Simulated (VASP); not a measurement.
# BN (P4_2/mnm) in VASP: further runs, part 2 of 2

VASP 6.6.1. The steps go on from the part before.

### Step 3. Single point, PBEsol

This run uses another cell than the first one, of the same volume but with other edges.

INCAR reads:

```
PREC = Accurate ; ENCUT = 520
EDIFF = 1E-7 ; ISMEAR = 0
SIGMA = 0.05 ; LREAL = F
LASPH = T ; NELM = 60
ALGO = Normal ; ISIF = 2
LWAVE = F ; LCHARG = F
GGA = PS ; NBANDS = 26
```

KPOINTS reads:

```
Automatic mesh
0
Gamma
  6 6 10
```

POSCAR reads:

```
BN
1.0
    4.2993000000      0.0000000000      0.0000000000
    0.0000000000      4.2993000000      0.0000000000
    0.0000000000      0.0000000000      2.5380337638
B N
4 4
Direct
    0.1741337327      0.8258662673      0.5000000000
    0.3258662673      0.3258662673      0.0000000000
    0.6741337327      0.6741337327      0.0000000000
    0.8258662673      0.1741337327      0.5000000000
    0.8123909516      0.8123909516      0.5000000000
    0.3123909516      0.6876090484      0.0000000000
    0.6876090484      0.3123909516      0.0000000000
    0.1876090484      0.1876090484      0.5000000000
```

Potentials or basis: VASP PAW PBE potentials, release 64 (B, N).

Started as:

```console
> cat potpaw_PBE.64/B/POTCAR potpaw_PBE.64/N/POTCAR > POTCAR
> mpirun -np 1 vasp_std > vasp.out
```

OUTCAR:

```text
PREC = Accurate
   ENCUT = 520
   EDIFF = 1E-7
   ISMEAR = 0
   LREAL = F
   LASPH = T
   NELM = 60
   ISIF = 2
   GGA = PS

 ion  position               nearest neighbor table
   1  0.174  0.826  0.500-   6 1.52   6 1.52   8 1.56   5 1.56   4 2.12
   2  0.326  0.326  0.000-   8 1.52   8 1.52   6 1.56   7 1.56   3 2.12
   3  0.674  0.674  0.000-   5 1.52   5 1.52   7 1.56   6 1.56   2 2.12
   4  0.826  0.174  0.500-   7 1.52   7 1.52   8 1.56   5 1.56   1 2.12
   5  0.812  0.812  0.500-   3 1.52   3 1.52   4 1.56   1 1.56
   6  0.312  0.688  0.000-   1 1.52   1 1.52   3 1.56   2 1.56
   7  0.688  0.312  0.000-   4 1.52   4 1.52   2 1.56   3 1.56
   8  0.188  0.188  0.500-   2 1.52   2 1.52   4 1.56   1 1.56

  LATTYP: Found a simple tetragonal cell.
 ALAT       =     4.2993000000
 C/A-ratio  =     0.5903365115

  Lattice vectors:

 A1 = (   4.2993000000,   0.0000000000,   0.0000000000)
 A2 = (   0.0000000000,   4.2993000000,   0.0000000000)
 A3 = (   0.0000000000,   0.0000000000,   2.5380337638)

[... 185 lines left out ...]
  free energy    TOTEN  =       -72.31301360 eV

  energy without entropy =      -72.31301360  energy(sigma->0) =      -72.31301360

 E-fermi :   7.8275     XC(G=0): -12.9536

 val. band max:        7.5885243525   @ k =   0.0000   0.0000   0.0000
 cond. band min:      12.0955891501   @ k =   0.0000   0.0000   0.3000
 fundamental gap:      4.5070647977
 Fermi energy:         7.8274847368

 k-point     1 :       0.0000    0.0000    0.0000
  band No.  band energies     occupation
      1     -13.2039      2.00000
      2      -8.7435      2.00000
      3      -8.7435      2.00000
      4      -8.7264      2.00000
      5      -2.3702      2.00000
      6      -2.3094      2.00000
[... 685 lines left out ...]
     25      20.2527      0.00000
     26      20.2529      0.00000

 [... further k-points ...]
[... 5 lines left out ...]
  --------------------------------------------------------------------------------------
  -------------------------------------------------------------------------------------
  Total        7.2103503      7.2103503      1.6853736      0.0000000      0.0000000      0.0000000
  in kB      246.2487584    246.2487584     57.5590824      0.0000000      0.0000000      0.0000000
  external PRESSURE =     183.3521997 kB  Pullay stress =       0.0000000 kB

 VOLUME and BASIS-vectors are now :
 -----------------------------------------------------------------------------
  energy-cutoff  :      520.00
  volume of cell :       46.91
      direct lattice vectors                 reciprocal lattice vectors
     4.299300000  0.000000000  0.000000000     0.232596004  0.000000000  0.000000000
     0.000000000  4.299300000  0.000000000     0.000000000  0.232596004  0.000000000
     0.000000000  0.000000000  2.538033764     0.000000000  0.000000000  0.394005791

 POSITION                                       TOTAL-FORCE (eV/Angst)
 -----------------------------------------------------------------------------------
      0.74865      3.55065      1.26902         0.083387     -0.083387      0.000000
      1.40100      1.40100      0.00000        -0.083387     -0.083387      0.000000
      2.89830      2.89830      0.00000         0.083387      0.083387     -0.000000
      3.55065      0.74865      1.26902        -0.083387      0.083387     -0.000000
      3.49271      3.49271      1.26902        -0.291560     -0.291560      0.000000
      1.34306      2.95624      0.00000        -0.291560      0.291560     -0.000000
      2.95624      1.34306      0.00000         0.291560     -0.291560      0.000000
      0.80659      0.80659      1.26902         0.291560      0.291560     -0.000000
 -----------------------------------------------------------------------------------
    total drift:                                0.000000     -0.000000     -0.000000

  FREE ENERGIE OF THE ION-ELECTRON SYSTEM (eV)
  ---------------------------------------------------
  free  energy   TOTEN  =       -72.3130135951 eV

  energy  without entropy=      -72.3130135951  energy(sigma->0) =      -72.31301360
```

OSZICAR:

```text
N       E                     dE             d eps       ncg     rms          rms(c)
DAV:   1     0.109099224348E+03    0.10910E+03   -0.17015E+04  3120   0.121E+03
DAV:   2    -0.703342478874E+02   -0.17943E+03   -0.16952E+03  4190   0.287E+02
DAV:   3    -0.767655577407E+02   -0.64313E+01   -0.63971E+01  4252   0.506E+01
DAV:   4    -0.768054434057E+02   -0.39886E-01   -0.39851E-01  3872   0.428E+00
DAV:   5    -0.768058489197E+02   -0.40551E-03   -0.40532E-03  4188   0.411E-01    0.140E+01
DAV:   6    -0.728098069560E+02    0.39960E+01   -0.83285E+00  3818   0.169E+01    0.669E+00
DAV:   7    -0.724028697071E+02    0.40694E+00   -0.71035E-01  3780   0.512E+00    0.395E+00
DAV:   8    -0.723156789758E+02    0.87191E-01   -0.15054E-01  3616   0.236E+00    0.372E-01
DAV:   9    -0.723127815081E+02    0.28975E-02   -0.87866E-03  3992   0.651E-01    0.192E-01
DAV:  10    -0.723130113182E+02   -0.22981E-03   -0.62761E-04  3784   0.165E-01    0.375E-02
DAV:  11    -0.723130114523E+02   -0.13405E-06   -0.10625E-04  3968   0.654E-02    0.155E-02
DAV:  12    -0.723130131878E+02   -0.17355E-05   -0.10192E-05  3980   0.225E-02    0.474E-03
DAV:  13    -0.723130135730E+02   -0.38523E-06   -0.10490E-06  3812   0.714E-03    0.164E-03
DAV:  14    -0.723130135951E+02   -0.22067E-07   -0.57685E-08  2072   0.186E-03
   1 F= -.72313014E+02 E0= -.72313014E+02  d E =-.188572E-13
```

stdout:

```text
POSCAR found type information on POSCAR B N
 POSCAR found :  2 types and       8 ions
 scaLAPACK will be used
 -----------------------------------------------------------------------------
|                                                                             |
|                                                                             |
|     You enforced a specific xc type in the INCAR file but a different       |
|     I HOPE YOU KNOW WHAT YOU ARE DOING!                                     |
|                                                                             |
 -----------------------------------------------------------------------------

 LDA part: xc-table for (Slater+PW92), standard interpolation
 POSCAR, INCAR and KPOINTS ok, starting setup
 FFT: planning ... GRIDC
 FFT: planning ... GRID_SOFT
 FFT: planning ... GRID
 WAVECAR not read
 entering main loop
```

Run time: 75 s. Hardware: 1 thread of Intel Xeon 8259CL, shared host; peak memory 0.18 GiB.

Results:

```
Free energy            : -72.3130 eV
Pressure               : 18.3 GPa
Largest force          : 0.412 eV/Å
Band gap on the k mesh : 4.51 eV (least direct gap 5.66 eV)
```

Forces in eV/Å, atoms in the order of the input:
```
B    0.083 -0.083  0.000
B   -0.083 -0.083  0.000
B    0.083  0.083  0.000
B   -0.083  0.083  0.000
N   -0.292 -0.292  0.000
N   -0.292  0.292  0.000
N    0.292 -0.292  0.000
N    0.292  0.292  0.000
```

Stress tensor (GPa, compression positive):
```
24.62  0.00  0.00
 0.00 24.62  0.00
 0.00  0.00  5.76
```

Levels at points of the mesh, in eV from the valence-band top:
```
           k point  band 14  band 15  band 16  band 17  band 18  band 19
(0.00, 0.00, 0.00)    -0.43     0.00     0.00     6.60     7.22     8.67
(0.50, 0.00, 0.00)    -1.69    -1.39    -1.39     7.62     7.62     8.60
(0.50, 0.50, 0.00)    -2.86    -2.69    -2.69     7.66     7.66     8.07
(0.00, 0.00, 0.50)    -4.48    -3.67    -3.67     6.33     6.33    10.63
(0.50, 0.00, 0.50)    -3.96    -2.27    -2.27     6.96     6.96     8.95
(0.50, 0.50, 0.50)    -3.32    -2.66    -2.66     6.31     6.31     7.35
```

Caveat: the stress differs along the axes, from 6 to 25 GPa; the PAW data sets were made with another functional, which shifts forces and pressure a little. A k mesh can miss the band edges.
